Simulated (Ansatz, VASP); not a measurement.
# TiH6 in VASP and in Ansatz

The input INCAR:

```
SYSTEM = TiH6
PREC = Accurate
ENCUT = 600
EDIFF = 1E-6
ISMEAR = 0
SIGMA = 0.1
LREAL = .FALSE.
LASPH = .TRUE.
NELM = 100
ALGO = Normal
ISIF = 3
LWAVE = .FALSE.
LCHARG = .FALSE.
GGA = PE
IBRION = 2
NSW = 90
EDIFFG = -0.04
```

File KPOINTS:

```
Automatic mesh
0
G
  4 4 4
  0 0 0
```

Contents of POSCAR:

```
TiH6
1.0
    3.8982614100      0.0000000000      0.0000000000
    0.0000000000      3.8982614100      0.0000000000
    0.0000000000      0.0000000000      3.8982614100
Ti H
1 6
Direct
    0.0000000000      0.0000000000      0.0000000000
    0.5000000000      0.5000000000      0.2070000000
    0.5000000000      0.5000000000      0.7930000000
    0.2070000000      0.5000000000      0.5000000000
    0.7930000000      0.5000000000      0.5000000000
    0.5000000000      0.2070000000      0.5000000000
    0.5000000000      0.7930000000      0.5000000000
```

Input for Ansatz:

```yaml
crystal:
  lattice:
    - [3.89826141, 0.0, 0.0]
    - [0.0, 3.89826141, 0.0]
    - [0.0, 0.0, 3.89826141]
  atoms:
    - { symbol: Ti, position: [0.0, 0.0, 0.0] }
    - { symbol: H, position: [0.5, 0.5, 0.207] }
    - { symbol: H, position: [0.5, 0.5, 0.793] }
    - { symbol: H, position: [0.207, 0.5, 0.5] }
    - { symbol: H, position: [0.793, 0.5, 0.5] }
    - { symbol: H, position: [0.5, 0.207, 0.5] }
    - { symbol: H, position: [0.5, 0.793, 0.5] }
basis:
  ecutwfc: 420
kpoints:
  mp_grid: { grid: [4, 4, 4] }
hamiltonian:
  xc: pbe
scf:
  occupations: { method: gaussian, width: 0.1 }
  lower_state_search: "off"
output:
  forces: true
  stress: true
  eigenvalues: true
relax:
  adjacent_minimum: "off"
  f_tol: 0.04
  max_steps: 70
  cell: { stress_tol: 0.4 }
```

Change from the starting cell: species swapped into the ErB6 type (Pm-3m, No. 221).

Alike in both runs: task relaxation of cell and atoms; functional PBE; k mesh 4 × 4 × 4; occupations gaussian, width 0.1 eV; no spin polarisation.

```csv
,VASP,Ansatz
version,VASP 6.6.1,Ansatz 0.2.0
potentials or method,"VASP PAW PBE potentials, release 64 (Ti_sv, H), cutoff 600 eV","scalar-relativistic, plane waves, PAW"
valence electrons in the cell,18,18
```

VASP gave:

| Quantity | Value |
| --- | --- |
| gap on the k mesh at the Fermi level, each at its own relaxed structure (eV) | none |
| relaxed volume (Å³/atom) | 5.02 |
| relaxed cell length with the largest relative difference (Å) | 3.275 |

Task: Which values does Ansatz return?

Result: gap on the k mesh at the Fermi level, each at its own relaxed structure (eV): none; relaxed volume (Å³/atom): 5.00; relaxed cell length with the largest relative difference (Å): 3.272.

A gap of «none» marks a metal or a gap that the smearing closes.

The k mesh is coarse, so the values compare programs but aren't converged. Noted on VASP's run: the volume moved by over 15 % at a fixed basis, so the end points are rough.
